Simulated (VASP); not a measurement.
# BeS in VASP: further runs

Runs on BeS. Level: LDA. Tasks: single point.

Program: VASP 6.6.1. These are calculated values, not measurements. Logs are shortened: lines on timing, memory, paths and dates and some standing lists are left out, and cuts for length are marked.

### Step 1. The cell of the first run

Symmetry: F-43m, No. 216, cubic system. Conventional cell: a = 4.796 Å, b = 4.796 Å, c = 4.796 Å, α = 90.00°, β = 90.00°, γ = 90.00°. Within 2.7 Å of Be (site symmetry -43m) lie 4 S at 2.08 Å. Within 2.7 Å of S (site symmetry -43m) lie 4 Be at 2.08 Å.

### Step 2. Single point, LDA

Contents of INCAR:

```
SYSTEM = BeS
  ALGO = Normal
  EDIFF = 1E-6
  ENCUT = 520
  ISIF = 2
  ISMEAR = 0
  LASPH = .TRUE.
  LCHARG = .FALSE.
  LREAL = .FALSE.
  LWAVE = .FALSE.
  NBANDS = 11
  NELM = 60
  PREC = Accurate
  SIGMA = 0.01
```

Contents of KPOINTS:

```
k-points
0
G
  8 8 8
  0 0 0
```

Contents of POSCAR:

```
BeS
1.0
    2.3981680588      2.3981680588      0.0000000000
   -2.3981680588      2.3981680588      0.0000000000
    0.0000000000      2.3981680588      2.3981680588
Be S
1 1
Direct
    0.0000000000      0.0000000000      0.0000000000
    0.7500000000      0.2500000000      0.5000000000
```

Potentials or basis: VASP PAW LDA potentials, release 64 (Be, S).

Run with:

```sh
$ cat potpaw_LDA.64/Be/POTCAR potpaw_LDA.64/S/POTCAR > POTCAR
$ mpirun -np 1 vasp_std > vasp.out
```

OUTCAR:

```text
SYSTEM = BeS
   EDIFF = 1E-6
   ENCUT = 520
   ISIF = 2
   ISMEAR = 0
   LASPH = .TRUE.
   LREAL = .FALSE.
   NELM = 60
   PREC = Accurate

 ion  position               nearest neighbor table
   1  0.000  0.000  0.000-   2 2.08   2 2.08   2 2.08   2 2.08
   2  0.750  0.250  0.500-   1 2.08   1 2.08   1 2.08   1 2.08

  LATTYP: Found a face centered cubic cell.
 ALAT       =     4.7963361176

  Lattice vectors:

 A1 = (   0.0000000000,   2.3981680588,   2.3981680588)
 A2 = (   2.3981680588,   0.0000000000,   2.3981680588)
 A3 = (   2.3981680588,   2.3981680588,   0.0000000000)

Analysis of symmetry for initial positions (statically):
=====================================================================
 Subroutine PRICEL returns:
 Original cell was already a primitive cell.

 Routine SETGRP: Setting up the symmetry group for a
 face centered cubic supercell.

 Subroutine GETGRP returns: Found 24 space group operations
 (whereof 24 operations were pure point group operations)
 out of a pool of 48 trial point group operations.

The static configuration has the point symmetry T_d .

Analysis of symmetry for dynamics (positions and initial velocities):
=====================================================================
 Subroutine PRICEL returns:
 Original cell was already a primitive cell.

 Routine SETGRP: Setting up the symmetry group for a
 face centered cubic supercell.

 Subroutine GETGRP returns: Found 24 space group operations
 (whereof 24 operations were pure point group operations)
 out of a pool of 48 trial point group operations.

The dynamic configuration has the point symmetry T_d .

 Subroutine INISYM returns: Found 24 space group operations
 (whereof 24 operations are pure point group operations),
 and found     1 'primitive' translations

----------------------------------------------------------------------------------------

                                     Primitive cell

  volume of cell :      27.5847

  direct lattice vectors                    reciprocal lattice vectors
     2.398168059  2.398168059  0.000000000     0.208492477  0.208492477 -0.208492477
    -2.398168059  2.398168059  0.000000000    -0.208492477  0.208492477 -0.208492477
     0.000000000  2.398168059  2.398168059     0.000000000  0.000000000  0.416984955

  length of vectors
     3.391521794  3.391521794  3.391521794     0.361119564  0.361119564  0.416984955

  position of ions in fractional coordinates (direct lattice)
     0.000000000  0.000000000  0.000000000
     0.750000000  0.250000000  0.500000000

  ion indices of the primitive-cell ions
   primitive index   ion index
                 1           1
                 2           2

----------------------------------------------------------------------------------------

 KPOINTS: k-points

Automatic generation of k-mesh.
 Grid dimensions read from file:
 generate k-points for:    8    8    8

 Generating k-lattice:

  Cartesian coordinates                     Fractional coordinates (reciprocal lattice)
     0.026061560  0.026061560 -0.026061560     0.125000000  0.000000000  0.000000000
    -0.026061560  0.026061560 -0.026061560     0.000000000  0.125000000  0.000000000
     0.000000000  0.000000000  0.052123119     0.000000000  0.000000000  0.125000000

  Length of vectors
     0.045139945  0.045139945  0.052123119

  Shift w.r.t. Gamma in fractional coordinates (k-lattice)
     0.000000000  0.000000000  0.000000000

 Subroutine IBZKPT returns following result:
 ===========================================

 Found     29 irreducible k-points:

 Following reciprocal coordinates:
            Coordinates               Weight
  0.000000  0.000000  0.000000      1.000000
  0.125000  0.000000  0.000000      8.000000
  0.250000  0.000000  0.000000      8.000000
  0.375000  0.000000  0.000000      8.000000
  0.500000  0.000000  0.000000      4.000000
  0.125000  0.125000  0.000000     12.000000
[... 16 lines left out ...]
  0.375000  0.250000  0.125000     48.000000
  0.500000  0.250000  0.125000     24.000000
 [... further k-points ...]
   k-points           NKPTS =     29   k-points in BZ     NKDIM =     29   number of bands    NBANDS=     11
   number of dos      NEDOS =    301   number of ions     NIONS =      2
   total plane-waves  NPLWV =  21952
   dimension x,y,z NGX =    28 NGY =   28 NGZ =   28
   dimension x,y,z NGXF=    56 NGYF=   56 NGZF=   56
   ions per type =               1   1
   NGX,Y,Z   is equivalent  to a cutoff of  13.73, 13.73, 13.73 a.u.
   NGXF,Y,Z  is equivalent  to a cutoff of  27.45, 27.45, 27.45 a.u.
 SYSTEM =  BeS
   PREC   = accura    normal or accurate (medium, high low for compatibility)
   ISTART =      0    job   : 0-new  1-cont  2-samecut
   ICHARG =      2    charge: 1-file 2-atom 10-const
   ISPIN  =      1    spin polarized calculation?
   LNONCOLLINEAR =      F non collinear calculations
   LSORBIT =      F    spin-orbit coupling
   LASPH  =      T    aspherical Exc in radial PAW
   ENCUT  =  520.0 eV  38.22 Ry    6.18 a.u.   6.31  6.31  6.31*2*pi/ulx,y,z
   NELM   =     60;   NELMIN=  2; NELMDL= -5     # of ELM steps
   EDIFF  = 0.1E-05   stopping-criterion for ELM
   LREAL  =      F    real-space projection
   EDIFFG = 0.1E-04   stopping-criterion for IOM
   NSW    =      0    number of steps for IOM
   IBRION =     -1    ionic relax: 0-MD 1-quasi-New 2-CG
   NFREE  =      0    steps in history (QN), initial steepest desc. (CG)
   ISIF   =      2    stress and relaxation
   ISYM   =      2    0-nonsym 1-usesym 2-fastsym
   POTIM  = 0.5000    time-step for ionic-motion
   TEBEG  =    0.0;   TEEND  =   0.0 temperature during run
   PSTRESS=    0.0 pullay stress
   NELECT =       8.0000    total number of electrons
   NUPDOWN=      -1.0000    fix difference up-down
   EMIN   =  10.00;   EMAX   =-10.00  energy-range for DOS
   EFERMI =   0.00;   METHOD = LEGACY
   ISMEAR =     0;   SIGMA  =   0.01  broadening in eV -4-tet -1-fermi 0-gaus
   EFERMI_NEDOS =   21; number of points for ismear=-14 and -15
   IALGO  =     38    algorithm
   IMIX   =      4    mixing-type and parameters
     AMIX     =   0.40;   BMIX     =  1.00
     AMIX_MAG =   1.60;   BMIX_MAG =  1.00
  volume/ion in A,a.u.               =      13.79        93.08
  Fermi-wavevector in a.u.,A,eV,Ry     =   1.083632  2.047768 15.976759  1.174259
  Thomas-Fermi vector in A             =   2.219703
   LORBIT       =      0    0 simple, 1 ext, 2 COOP (PROOUT), +10 PAW based schemes
   GGA     = CA    functional components
   LHFCALC =     F    Hartree Fock is set to
   AEXX    =    0.0000 exact exchange contribution
   IVDW    =     0    specifies the selected vdW correction
   LEPSILON=     F    determine dielectric tensor
   LRPA    =     F    only Hartree local field effects (RPA)
 non-spin polarized calculation
 Gauss-broadening in eV      SIGMA  =   0.01
  energy-cutoff  :      520.00
  volume of cell :       27.58
 maximum number of plane-waves:       754
 NGX is ok and might be reduce to    28
   NGX = 13   NGY = 13   NGZ = 13

 number of electron       8.0000001 magnetization

 Free energy of the ion-electron system (eV)
  ---------------------------------------------------
  ext. energy  EPLUGINS =         0.00000000
  ---------------------------------------------------
  free energy    TOTEN  =       -11.14231347 eV

  energy without entropy =      -11.14231347  energy(sigma->0) =      -11.14231347

 E-fermi :   4.5073     XC(G=0): -10.1226

 val. band max:        4.3810210634   @ k =   0.0000   0.0000   0.0000
 cond. band min:       7.2121141388   @ k =   0.5000   0.5000   0.0000
 fundamental gap:      2.8310930754
 Fermi energy:         4.5073484025

 k-point     1 :       0.0000    0.0000    0.0000
  band No.  band energies     occupation
      1      -9.5030      2.00000
      2       4.3810      2.00000
      3       4.3810      2.00000
      4       4.3810      2.00000
      5       9.9091      0.00000
      6       9.9091      0.00000
      7       9.9091      0.00000
      8      10.3417      0.00000
      9      17.2612      0.00000
     10      17.2612      0.00000
     11      19.2484      0.00000

 k-point     2 :       0.1250    0.0000    0.0000
  band No.  band energies     occupation
      1      -9.3164      2.00000
      2       3.1219      2.00000
      3       4.1668      2.00000
      4       4.1668      2.00000
      5       9.8984      0.00000
      6      10.2838      0.00000
      7      10.2838      0.00000
      8      11.6287      0.00000
      9      16.5072      0.00000
     10      16.5072      0.00000
     11      18.9656      0.00000

 k-point     3 :       0.2500    0.0000    0.0000
  band No.  band energies     occupation
      1      -8.7993      2.00000
      2       0.9285      2.00000
      3       3.7451      2.00000
      4       3.7451      2.00000
      5       9.8935      0.00000
      6      10.8446      0.00000
      7      10.8446      0.00000
      8      13.7285      0.00000
      9      16.2463      0.00000
     10      16.2463      0.00000
     11      18.5169      0.00000

 k-point     4 :       0.3750    0.0000    0.0000
  band No.  band energies     occupation
      1      -8.1327      2.00000
      2      -0.9156      2.00000
      3       3.4094      2.00000
      4       3.4094      2.00000
      5       9.8759      0.00000
      6      10.8954      0.00000
      7      10.8954      0.00000
      8      15.1022      0.00000
      9      17.6547      0.00000
     10      17.6547      0.00000
     11      18.8208      0.00000
[... 239 lines left out ...]
 k-point    22 :       0.2500    0.2500    0.1250
  band No.  band energies     occupation
      1      -8.3749      2.00000
      2       0.7033      2.00000
      3       2.1078      2.00000
      4       3.1934      2.00000
      5       9.7627      0.00000
      6      11.5900      0.00000
      7      11.8756      0.00000
      8      12.9227      0.00000
      9      16.0548      0.00000
     10      18.8770      0.00000
     11      20.3648      0.00000

 k-point    23 :       0.3750    0.2500    0.1250
  band No.  band energies     occupation
      1      -7.7850      2.00000
      2      -0.5294      2.00000
      3       1.5636      2.00000
      4       2.6888      2.00000
      5      10.2366      0.00000
      6      11.1154      0.00000
      7      12.8886      0.00000
      8      13.6418      0.00000
      9      17.0657      0.00000
     10      18.8138      0.00000
     11      21.0064      0.00000

 k-point    24 :       0.5000    0.2500    0.1250
  band No.  band energies     occupation
      1      -7.4833      2.00000
      2      -1.1250      2.00000
      3       1.4747      2.00000
      4       2.4252      2.00000
      5      10.2964      0.00000
      6      10.9346      0.00000
      7      13.5694      0.00000
      8      14.9089      0.00000
      9      15.7868      0.00000
     10      19.8131      0.00000
     11      20.4316      0.00000

 [... further k-points ...]
[... 5 lines left out ...]
  --------------------------------------------------------------------------------------
  -------------------------------------------------------------------------------------
  Total        0.0059661      0.0059661      0.0059661      0.0000000     -0.0000000      0.0000000
  in kB        0.3465228      0.3465228      0.3465228      0.0000000     -0.0000000      0.0000000
  external PRESSURE =       0.3465228 kB  Pullay stress =       0.0000000 kB

 VOLUME and BASIS-vectors are now :
 -----------------------------------------------------------------------------
  energy-cutoff  :      520.00
  volume of cell :       27.58
      direct lattice vectors                 reciprocal lattice vectors
     2.398168059  2.398168059  0.000000000     0.208492477  0.208492477 -0.208492477
    -2.398168059  2.398168059  0.000000000    -0.208492477  0.208492477 -0.208492477
     0.000000000  2.398168059  2.398168059     0.000000000  0.000000000  0.416984955

 POSITION                                       TOTAL-FORCE (eV/Angst)
 -----------------------------------------------------------------------------------
      0.00000      0.00000      0.00000        -0.000000     -0.000000      0.000000
      1.19908      3.59725      1.19908         0.000000      0.000000      0.000000
 -----------------------------------------------------------------------------------
    total drift:                               -0.000000      0.000000      0.000000

  FREE ENERGIE OF THE ION-ELECTRON SYSTEM (eV)
  ---------------------------------------------------
  free  energy   TOTEN  =       -11.1423134738 eV

  energy  without entropy=      -11.1423134738  energy(sigma->0) =      -11.14231347
```

Run time: 13 s. Hardware: 1 thread of Intel Xeon Platinum 8259CL at 2.50GHz (Skylake/Cascade Lake), shared host; peak memory 0.13 GiB.

What came out:

```
Free energy            : -11.1423 eV
Pressure               : 0.0 GPa
Band gap on the k mesh : 2.83 eV, indirect (least direct gap 5.53 eV)
```

Levels at points of the mesh, in eV from the valence-band top:
```tsv
k point	band 2	band 3	band 4	band 5	band 6	band 7
(0.00, 0.00, 0.00)	0.00	0.00	0.00	5.53	5.53	5.53
(0.50, 0.00, 0.00)	-6.06	-1.09	-1.09	5.48	6.43	6.43
(0.50, 0.50, 0.00)	-5.21	-2.79	-2.79	2.83	4.77	12.88
```

### Step 3. Single point, LDA (in-plane strain -0.02, then relaxed in part)

Contents of INCAR:

```
SYSTEM = BeS
ALGO = Normal
EDIFF = 1E-6
ENCUT = 520
GGA = CA
ISIF = 2
ISMEAR = 0
LASPH = .True.
LCHARG = .True.
LELF = .True.
LREAL = .False.
LVHAR = .True.
LWAVE = .False.
NBANDS = 11
NELM = 60
PREC = Accurate
SIGMA = 0.01
```

Contents of KPOINTS:

```
k-points
0
Gamma
  8 8 8
  0 0 0
```

Contents of POSCAR:

```
BeS
1.0
    2.3502046977      2.3502046977      0.0000000000
   -2.3502046977      2.3502046977      0.0000000000
    0.0000000000      2.3502046977      2.4366949823
Be S
1 1
Direct
    0.0000000000      0.0000000000      0.0000000000
    0.7500000000      0.2500000000      0.5000000000
```

Potentials or basis: VASP PAW LDA potentials, release 64 (Be, S).

Run with:

```sh
$ cat potpaw_LDA.64/Be/POTCAR potpaw_LDA.64/S/POTCAR > POTCAR
$ mpirun -np 1 vasp_std > vasp.out
```

It took 20 s on 1 thread of Intel Xeon Platinum 8259CL at 2.50GHz (Skylake/Cascade Lake), shared host; peak memory 0.14 GiB.

It converged, with:

| Item | Value |
| --- | --- |
| Free energy | -11.1289 eV |
| Pressure | 2.6 GPa |
| Band gap on the k mesh | 2.60 eV, indirect (least direct gap 5.43 eV) |

Stress tensor (GPa, compression positive):
```
3.93 0.00 0.00
0.00 3.93 0.00
0.00 0.00 0.04
```

Levels at points of the mesh, in eV from the valence-band top:
| k point | band 2 | band 3 | band 4 | band 5 | band 6 | band 7 |
| --- | --- | --- | --- | --- | --- | --- |
| (0.00, 0.00, 0.00) | -0.22 | 0.00 | 0.00 | 5.43 | 5.43 | 5.48 |
| (0.50, 0.00, 0.00) | -6.30 | -1.38 | -1.02 | 5.36 | 6.32 | 6.52 |
| (0.50, 0.50, 0.00) | -5.33 | -3.08 | -3.02 | 2.60 | 4.57 | 12.83 |
| (0.00, 0.00, 0.50) | -5.58 | -2.74 | -2.74 | 2.91 | 4.90 | 13.00 |

Caveat: the cell differs from its parent crystal (in-plane strain -0.02, then relaxed in part). A k mesh can miss the band edges.

### Step 4. Single point, LDA (in-plane strain -0.02)

Contents of INCAR:

```
ALGO = Normal
EDIFF = 1E-7
ENCUT = 520
ISIF = 2
ISMEAR = 0
LASPH = True
LCHARG = False
LREAL = False
LWAVE = False
NBANDS = 11
NELM = 100
PREC = Accurate
SIGMA = 0.01
```

Contents of KPOINTS:

```
k-points
0
Gamma
  8 8 8
```

Edit POSCAR of step 3 so:

```diff
@@ -4,3 +4,3 @@
    -2.3502046977      2.3502046977      0.0000000000
-    0.0000000000      2.3502046977      2.4366949823
+    0.0000000000      2.3502046977      2.4269460756
 Be S
```

Run with:

```sh
$ cat potpaw_LDA.64/Be/POTCAR potpaw_LDA.64/S/POTCAR > POTCAR
$ mpirun -np 1 vasp_std > vasp.out
```

Wall time 18 s (1 thread of Intel Xeon Platinum 8259CL at 2.50GHz (Skylake/Cascade Lake), shared host); peak memory 0.14 GiB.

Results (log left out):

| Item | Value |
| --- | --- |
| Free energy | -11.1286 eV |
| Pressure | 3.1 GPa |
| Band gap on the k mesh | 2.61 eV, indirect (least direct gap 5.44 eV) |

Stress tensor (GPa, compression positive):
```
4.24 0.00 0.00
0.00 4.24 0.00
0.00 0.00 0.79
```

Levels at points of the mesh, in eV from the valence-band top:
```tsv
k point	band 1	band 2	band 3	band 4	band 5	band 6	band 7	band 8
(0.00, 0.00, 0.00)	-14.15	-0.19	0.00	0.00	5.44	5.44	5.48	6.14
(0.50, 0.00, 0.00)	-12.34	-6.32	-1.36	-1.04	5.41	6.32	6.51	11.15
(0.50, 0.50, 0.00)	-11.68	-5.35	-3.07	-3.02	2.61	4.58	12.90	13.09
(0.00, 0.00, 0.50)	-11.85	-5.58	-2.77	-2.77	2.89	4.88	13.04	13.04
```

Caveat: the cell differs from its parent crystal (in-plane strain -0.02). A k mesh can miss the band edges.

### Step 5. Single point, LDA (film at in-plane strain -0.02)

Contents of INCAR:

```
PREC = Accurate
ENCUT = 520
EDIFF = 1E-6
ISMEAR = 0
SIGMA = 0.01
LREAL = F
LASPH = T
NELM = 60
ALGO = Normal
ISIF = 2
LWAVE = F
LCHARG = T
GGA = CA
LELF = T
LVHAR = T
NBANDS = 11
```

Contents of KPOINTS:

```
Automatic mesh
0
Gamma
  8 8 8
```

Edit POSCAR of step 4 so:

```diff
@@ -4,3 +4,3 @@
    -2.3502046977      2.3502046977      0.0000000000
-    0.0000000000      2.3502046977      2.4269460756
+    0.0000000000      2.3502046977      2.4366949823
 Be S
```

Run with:

```sh
$ cat potpaw_LDA.64/Be/POTCAR potpaw_LDA.64/S/POTCAR > POTCAR
$ mpirun -np 1 vasp_std > vasp.out
```

Wall time 23 s (1 thread of Intel Xeon Platinum 8259CL at 2.50GHz (Skylake/Cascade Lake), shared host); peak memory 0.14 GiB.

Results (log left out):

```yaml
Free_energy: -11.1289 eV
Pressure: 2.6 GPa
Band_gap_on_the_k_mesh: 2.60 eV, indirect (least direct gap 5.43 eV)
```

Stress tensor (GPa, compression positive):
```
3.93 0.00 0.00
0.00 3.93 0.00
0.00 0.00 0.04
```

Levels at points of the mesh, in eV from the valence-band top:
```csv
k point,band 1,band 2,band 3,band 4,band 5,band 6,band 7,band 8
"(0.00, 0.00, 0.00)",-14.13,-0.22,0.00,0.00,5.43,5.43,5.48,6.09
"(0.50, 0.00, 0.00)",-12.33,-6.30,-1.38,-1.02,5.36,6.32,6.52,11.12
"(0.50, 0.50, 0.00)",-11.66,-5.33,-3.08,-3.02,2.60,4.57,12.83,13.04
"(0.00, 0.00, 0.50)",-11.86,-5.58,-2.74,-2.74,2.91,4.90,13.00,13.00
```

Caveat: the cell differs from its parent crystal (film at in-plane strain -0.02). A k mesh can miss the band edges.

### Step 6. Summary

```csv
cell,gap on the mesh (eV),pressure (GPa)
"a = 3.392 Å, angles 60.0, 60.0, 90.0°, 2 atoms",2.83,0.0
"a = 3.324, b = 3.324, c = 3.385 Å, angles 60.6, 60.6, 90.0°, 2 atoms",2.60,2.6
"a = 3.324, b = 3.324, c = 3.378 Å, angles 60.5, 60.5, 90.0°, 2 atoms",2.61,3.1
```

Alike in all rows: task single point; level LDA; potentials or basis VASP PAW LDA potentials, release 64 (Be, S); no spin polarisation; k mesh 8 × 8 × 8; cutoff (eV) 520; smearing gaussian 0.01 eV.

Absolute energies hang on the potentials; compare differences alone.
